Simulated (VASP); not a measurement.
# InSe in VASP: further runs

The runs below take InSe through single point, with PBE+D3(BJ).

Program: VASP 6.6.1. These are calculated values, not measurements. Logs are shortened: lines on timing, memory, paths and dates and some standing lists are left out, and cuts for length are marked.

### 1 The cell of the first run

The cell holds a slab with vacuum, 8 atoms: a = 4.027 Å, b = 4.027 Å, c = 28.271 Å, α = 90.00°, β = 90.00°, γ = 120.00°.

### 2 Single point, PBE+D3(BJ) (layers slid over each other)

Contents of INCAR:

```
SYSTEM = InSe
  PREC = Accurate
  ENCUT = 520
  EDIFF = 1E-6
  ISMEAR = 0
  SIGMA = 0.05
  LREAL = .FALSE.
  LASPH = .TRUE.
  NELM = 80
  ALGO = Normal
  ISIF = 2
  LWAVE = .FALSE.
  LCHARG = .FALSE.
  LDIPOL = .TRUE.
  IDIPOL = 3
  DIPOL = 0.5 0.5 0.415
  GGA = PE
  IVDW = 12
  NBANDS = 48
```

Contents of KPOINTS:

```
Automatic mesh
0
G
  9 9 1
  0 0 0
```

Contents of POSCAR:

```
InSe
1.0
    4.0266103640      0.0000000000      0.0000000000
   -2.0133051820      3.4871468663      0.0000000000
    0.0000000000      0.0000000000     28.2707108021
Se In
4 4
Direct
    0.0000000000      0.0000000000      0.1591753399
    0.0000000000      0.0000000000      0.3496677346
    0.3333333333      0.6666666667      0.4808989592
    0.3333333333      0.6666666667      0.6713913539
    0.6666666667      0.3333333333      0.2049979895
    0.6666666667      0.3333333333      0.3038451603
    1.0000000000      1.0000000000      0.5267216088
    1.0000000000      1.0000000000      0.6255687796
```

Potentials or basis: VASP PAW PBE potentials, release 64 (Se, In_d).

Started as:

```bash
cat potpaw_PBE.64/Se/POTCAR potpaw_PBE.64/In_d/POTCAR > POTCAR
mpirun -np 1 vasp_std > vasp.out
```

OUTCAR:

```text
SYSTEM = InSe
   PREC = Accurate
   ENCUT = 520
   EDIFF = 1E-6
   ISMEAR = 0
   LREAL = .FALSE.
   LASPH = .TRUE.
   NELM = 80
   ISIF = 2
   GGA = PE
   IVDW = 12
 IVDW          = 12

 ion  position               nearest neighbor table
   1  0.000  0.000  0.159-   5 2.66   5 2.66   5 2.66
   2  0.000  0.000  0.350-   6 2.66   6 2.66   6 2.66
   3  0.333  0.667  0.481-   7 2.66   7 2.66   7 2.66
   4  0.333  0.667  0.671-   8 2.66   8 2.66   8 2.66
   5  0.667  0.333  0.205-   1 2.66   1 2.66   1 2.66   6 2.79
   6  0.667  0.333  0.304-   2 2.66   2 2.66   2 2.66   5 2.79
   7  0.000  0.000  0.527-   3 2.66   3 2.66   3 2.66   8 2.79
   8  0.000  0.000  0.626-   4 2.66   4 2.66   4 2.66   7 2.79

  LATTYP: Found a hexagonal cell.
 ALAT       =     4.0266103640
 C/A-ratio  =     7.0209700583

  Lattice vectors:

 A1 = (   4.0266103640,   0.0000000000,   0.0000000000)
 A2 = (  -2.0133051820,   3.4871468663,   0.0000000000)
 A3 = (   0.0000000000,   0.0000000000,  28.2707108021)

Analysis of symmetry for initial positions (statically):
=====================================================================
 Subroutine PRICEL returns:
 Original cell was already a primitive cell.

 Routine SETGRP: Setting up the symmetry group for a
 hexagonal supercell.

 Subroutine GETGRP returns: Found  6 space group operations
 (whereof  6 operations were pure point group operations)
 out of a pool of 24 trial point group operations.

The static configuration has the point symmetry C_3v.

Analysis of symmetry for dynamics (positions and initial velocities):
=====================================================================
 Subroutine PRICEL returns:
 Original cell was already a primitive cell.

 Routine SETGRP: Setting up the symmetry group for a
 hexagonal supercell.

 Subroutine GETGRP returns: Found  6 space group operations
 (whereof  6 operations were pure point group operations)
 out of a pool of 24 trial point group operations.

The dynamic configuration has the point symmetry C_3v.

 Subroutine INISYM returns: Found  6 space group operations
 (whereof  6 operations are pure point group operations),
 and found     1 'primitive' translations

----------------------------------------------------------------------------------------

                                     Primitive cell

  volume of cell :     396.9598

  direct lattice vectors                    reciprocal lattice vectors
     4.026610364  0.000000000  0.000000000     0.248347843  0.143383694  0.000000000
    -2.013305182  3.487146866  0.000000000     0.000000000  0.286767388  0.000000000
     0.000000000  0.000000000 28.270710802     0.000000000  0.000000000  0.035372298

  length of vectors
     4.026610364  4.026610364 28.270710802     0.286767388  0.286767388  0.035372298

  position of ions in fractional coordinates (direct lattice)
     0.000000000  0.000000000  0.159175340
     0.000000000  0.000000000  0.349667735
     0.333333333  0.666666667  0.480898959
     0.333333333  0.666666667  0.671391354
     0.666666667  0.333333333  0.204997990
     0.666666667  0.333333333  0.303845160
     0.000000000  0.000000000  0.526721609
     0.000000000  0.000000000  0.625568780

  ion indices of the primitive-cell ions
   primitive index   ion index
                 1           1
                 2           2
                 3           3
                 4           4
                 5           5
                 6           6
                 7           7
                 8           8

----------------------------------------------------------------------------------------

 KPOINTS: Automatic mesh

Automatic generation of k-mesh.
 Grid dimensions read from file:
 generate k-points for:    9    9    1

 Generating k-lattice:

  Cartesian coordinates                     Fractional coordinates (reciprocal lattice)
     0.027594205  0.015931522  0.000000000     0.111111111  0.000000000  0.000000000
     0.000000000  0.031863043  0.000000000     0.000000000  0.111111111  0.000000000
     0.000000000  0.000000000  0.035372298     0.000000000  0.000000000  1.000000000

  Length of vectors
     0.031863043  0.031863043  0.035372298

  Shift w.r.t. Gamma in fractional coordinates (k-lattice)
     0.000000000  0.000000000  0.000000000

 Subroutine IBZKPT returns following result:
 ===========================================

 Found     12 irreducible k-points:

 Following reciprocal coordinates:
            Coordinates               Weight
  0.000000  0.000000  0.000000      1.000000
  0.111111 -0.000000  0.000000      6.000000
  0.222222  0.000000  0.000000      6.000000
  0.333333 -0.000000  0.000000      6.000000
  0.444444  0.000000  0.000000      6.000000
  0.111111  0.111111  0.000000      6.000000
  0.222222  0.111111  0.000000     12.000000
  0.333333  0.111111  0.000000     12.000000
  0.444444  0.111111  0.000000      6.000000
  0.222222  0.222222  0.000000      6.000000
  0.333333  0.222222  0.000000     12.000000
  0.333333  0.333333  0.000000      2.000000
   k-points           NKPTS =     12   k-points in BZ     NKDIM =     12   number of bands    NBANDS=     48
   number of dos      NEDOS =    301   number of ions     NIONS =      8
   total plane-waves  NPLWV = 189000
   dimension x,y,z NGX =    30 NGY =   30 NGZ =  210
   dimension x,y,z NGXF=    60 NGYF=   60 NGZF=  420
   ions per type =               4   4
   NGX,Y,Z   is equivalent  to a cutoff of  12.39, 12.39, 12.35 a.u.
   NGXF,Y,Z  is equivalent  to a cutoff of  24.77, 24.77, 24.70 a.u.
 SYSTEM =  InSe
   PREC   = accura    normal or accurate (medium, high low for compatibility)
   ISTART =      0    job   : 0-new  1-cont  2-samecut
   ICHARG =      2    charge: 1-file 2-atom 10-const
   ISPIN  =      1    spin polarized calculation?
   LNONCOLLINEAR =      F non collinear calculations
   LSORBIT =      F    spin-orbit coupling
   LASPH  =      T    aspherical Exc in radial PAW
   ENCUT  =  520.0 eV  38.22 Ry    6.18 a.u.   7.49  7.49 52.56*2*pi/ulx,y,z
   NELM   =     80;   NELMIN=  2; NELMDL= -5     # of ELM steps
   EDIFF  = 0.1E-05   stopping-criterion for ELM
   LREAL  =      F    real-space projection
   EDIFFG = 0.1E-04   stopping-criterion for IOM
   NSW    =      0    number of steps for IOM
   IBRION =     -1    ionic relax: 0-MD 1-quasi-New 2-CG
   NFREE  =      0    steps in history (QN), initial steepest desc. (CG)
   ISIF   =      2    stress and relaxation
   ISYM   =      2    0-nonsym 1-usesym 2-fastsym
   POTIM  = 0.5000    time-step for ionic-motion
   TEBEG  =    0.0;   TEEND  =   0.0 temperature during run
   PSTRESS=    0.0 pullay stress
   NELECT =      76.0000    total number of electrons
   NUPDOWN=      -1.0000    fix difference up-down
   EMIN   =  10.00;   EMAX   =-10.00  energy-range for DOS
   EFERMI =   0.00;   METHOD = LEGACY
   ISMEAR =     0;   SIGMA  =   0.05  broadening in eV -4-tet -1-fermi 0-gaus
   EFERMI_NEDOS =   21; number of points for ismear=-14 and -15
   IALGO  =     38    algorithm
   IMIX   =      4    mixing-type and parameters
     AMIX     =   0.40;   BMIX     =  1.00
     AMIX_MAG =   1.60;   BMIX_MAG =  1.00
  volume/ion in A,a.u.               =      49.62       334.85
  Fermi-wavevector in a.u.,A,eV,Ry     =   0.943548  1.783047 12.113024  0.890282
  Thomas-Fermi vector in A             =   2.071266
   LORBIT       =      0    0 simple, 1 ext, 2 COOP (PROOUT), +10 PAW based schemes
   GGA     = PE    functional components
   LHFCALC =     F    Hartree Fock is set to
   AEXX    =    0.0000 exact exchange contribution
   IVDW    =    12    specifies the selected vdW correction
   LEPSILON=     F    determine dielectric tensor
   LRPA    =     F    only Hartree local field effects (RPA)
 non-spin polarized calculation
 Gauss-broadening in eV      SIGMA  =   0.05
  energy-cutoff  :      520.00
  volume of cell :      396.96
 maximum number of plane-waves:     10749
 NGX is ok and might be reduce to    30
   NGX = 15   NGY = 15   NGZ =105

 dipolmoment           0.000000      0.000000     -0.000390 electrons x Angstroem

 number of electron      75.9999997 magnetization

 dipolmoment           0.000000      0.000000      0.000171 electrons x Angstroem

 Free energy of the ion-electron system (eV)
  ---------------------------------------------------
  ext. energy  EPLUGINS =         0.00000000
  ---------------------------------------------------
  free energy    TOTEN  =       -28.40965620 eV

  energy without entropy =      -28.40965620  energy(sigma->0) =      -28.40965620

 E-fermi :  -0.0648     XC(G=0):  -5.7016

 val. band max:       -0.3207648899   @ k =   0.1111  -0.0000   0.0000
 cond. band min:       0.9604570765   @ k =   0.0000   0.0000   0.0000
 fundamental gap:      1.2812219663
 Fermi energy:        -0.0647560394

 k-point     1 :       0.0000    0.0000    0.0000
  band No.  band energies     occupation
      1     -14.5186      2.00000
      2     -14.5167      2.00000
      3     -14.3352      2.00000
      4     -14.3352      2.00000
      5     -14.3333      2.00000
      6     -14.3333      2.00000
[... 40 lines left out ...]
     47       5.0233      0.00000
     48       5.2086      0.00000

 k-point     2 :       0.1111   -0.0000    0.0000
  band No.  band energies     occupation
      1     -14.5179      2.00000
      2     -14.5160      2.00000
      3     -14.3749      2.00000
      4     -14.3728      2.00000
      5     -14.3334      2.00000
      6     -14.3316      2.00000
[... 40 lines left out ...]
     47       5.0909      0.00000
     48       5.1900      0.00000

 k-point     3 :       0.2222    0.0000    0.0000
  band No.  band energies     occupation
      1     -14.5303      2.00000
      2     -14.5283      2.00000
      3     -14.4430      2.00000
      4     -14.4408      2.00000
      5     -14.3896      2.00000
      6     -14.3872      2.00000
[... 40 lines left out ...]
     47       4.8147      0.00000
     48       4.8448      0.00000

 k-point     4 :       0.3333   -0.0000    0.0000
  band No.  band energies     occupation
      1     -14.5821      2.00000
      2     -14.5799      2.00000
      3     -14.4723      2.00000
      4     -14.4698      2.00000
      5     -14.4630      2.00000
      6     -14.4610      2.00000
[... 346 lines left out ...]
     47       5.1058      0.00000
     48       5.1420      0.00000

 k-point    11 :       0.3333    0.2222    0.0000
  band No.  band energies     occupation
      1     -14.6228      2.00000
      2     -14.6208      2.00000
      3     -14.5249      2.00000
      4     -14.5228      2.00000
      5     -14.4617      2.00000
      6     -14.4597      2.00000
[... 40 lines left out ...]
     47       5.2946      0.00000
     48       5.3155      0.00000

 k-point    12 :       0.3333    0.3333    0.0000
  band No.  band energies     occupation
      1     -14.6272      2.00000
      2     -14.6252      2.00000
      3     -14.5319      2.00000
      4     -14.5300      2.00000
      5     -14.4609      2.00000
      6     -14.4589      2.00000
[... 40 lines left out ...]
     47       5.9043      0.00000
     48       5.9056      0.00000

------------------------ aborting loop because EDIFF is reached ----------------------------------------

 vacuum level on the upper side and lower side of the slab       (xc-potential included)        -0.136        -0.139

 Edisp (eV)   -1.96916

 E8    (eV) :    -0.9235

  FORCE on cell =-STRESS in cart. coord.  units (eV):
  Direction    XX          YY          ZZ          XY          YZ          ZX
  --------------------------------------------------------------------------------------
  -------------------------------------------------------------------------------------
  Total      -0.07142    -0.07142    -0.54384     0.00000     0.00000    -0.00000
  in kB      -0.28828    -0.28828    -2.19499     0.00000     0.00000    -0.00000
  external pressure =       -0.92 kB  Pullay stress =        0.00 kB

 VOLUME and BASIS-vectors are now :
 -----------------------------------------------------------------------------
  energy-cutoff  :      520.00
  volume of cell :      396.96
      direct lattice vectors                 reciprocal lattice vectors
     4.026610364  0.000000000  0.000000000     0.248347843  0.143383694  0.000000000
    -2.013305182  3.487146866  0.000000000     0.000000000  0.286767388  0.000000000
     0.000000000  0.000000000 28.270710802     0.000000000  0.000000000  0.035372298

 POSITION                                       TOTAL-FORCE (eV/Angst)
 -----------------------------------------------------------------------------------
      0.00000      0.00000      4.50000         0.000000     -0.000000     -0.012543
      0.00000      0.00000      9.88536         0.000000      0.000000      0.084458
     -0.00000      2.32476     13.59536        -0.000000     -0.000000     -0.085244
     -0.00000      2.32476     18.98071         0.000000     -0.000000      0.012269
      2.01331      1.16238      5.79544        -0.000000      0.000000      0.015425
      2.01331      1.16238      8.58992        -0.000000     -0.000000      0.025940
      0.00000      0.00000     14.89079         0.000000      0.000000     -0.024681
      0.00000      0.00000     17.68527        -0.000000     -0.000000     -0.015624
 -----------------------------------------------------------------------------------
    total drift:                               -0.000000      0.000000     -0.000145

  FREE ENERGIE OF THE ION-ELECTRON SYSTEM (eV)
  ---------------------------------------------------
  free  energy   TOTEN  =       -30.3788114747 eV

  energy  without entropy=      -30.3788114747  energy(sigma->0) =      -30.37881147

 vacuum level on the upper side and lower side of the slab         5.359         5.357
```

Wall time 5 min (1 thread of Intel Xeon Platinum 8488C (Sapphire Rapids), shared host); peak memory 0.51 GiB.

Results:

| Property | Result |
| --- | --- |
| Free energy | -30.3788 eV |
| Largest force | 0.085 eV/Å |
| Band gap on the k mesh | 1.28 eV (least direct gap 1.32 eV) |
| Dispersion energy per atom | -0.246 eV |

Forces on the atoms (eV/Å):
```
Se   0.000  0.000 -0.013
Se   0.000  0.000  0.084
Se   0.000  0.000 -0.085
Se   0.000  0.000  0.012
In   0.000  0.000  0.015
In   0.000  0.000  0.026
In   0.000  0.000 -0.025
In   0.000  0.000 -0.016
```

Caveat: the cell differs from its parent crystal (layers slid over each other); spin-orbit coupling is left out, which moves the levels of the heavy elements.

### 3 Single point, PBE+D3(BJ)

Contents of INCAR:

```
ALGO = Normal
DIPOL = 0.5 0.5 0.415
EDIFF = 1E-6
ENCUT = 520
GGA = PE
IDIPOL = 3
ISIF = 2
ISMEAR = 0
IVDW = 12
LASPH = T
LCHARG = F
LDIPOL = T
LREAL = F
LWAVE = F
NBANDS = 48
NELM = 80
PREC = Accurate
SIGMA = 0.05
```

Contents of KPOINTS:

```
k-points
0
Gamma
  9 9 1
```

POSCAR is that of step 2.

Potentials or basis: VASP PAW PBE potentials, release 64 (Se, In_d).

Started as:

```bash
cat potpaw_PBE.64/Se/POTCAR potpaw_PBE.64/In_d/POTCAR > POTCAR
mpirun -np 1 vasp_std > vasp.out
```

Wall time 5 min (1 thread of Intel Xeon Platinum 8488C (Sapphire Rapids), shared host); peak memory 0.51 GiB.

Results (log left out):

| Item | Value |
| --- | --- |
| Free energy | -30.3788 eV |
| Largest force | 0.085 eV/Å |
| Band gap on the k mesh | 1.28 eV (least direct gap 1.32 eV) |
| Dispersion energy per atom | -0.246 eV |

Forces in eV/Å, atoms in the order of the input:
```
Se   0.000  0.000 -0.013
Se   0.000  0.000  0.084
Se   0.000  0.000 -0.085
Se   0.000  0.000  0.012
In   0.000  0.000  0.015
In   0.000  0.000  0.026
In   0.000  0.000 -0.025
In   0.000  0.000 -0.016
```

Levels at points of the mesh, in eV from the valence-band top:
```
           k point  band 34  band 35  band 36  band 37  band 38  band 39  band 40  band 41  band 42  band 43
(0.00, 0.00, 0.00)    -0.57    -0.55    -0.55    -0.49    -0.03     1.28     1.69     2.64     2.69     4.88
```

Caveat: spin-orbit coupling is left out, which moves the levels of the heavy elements.
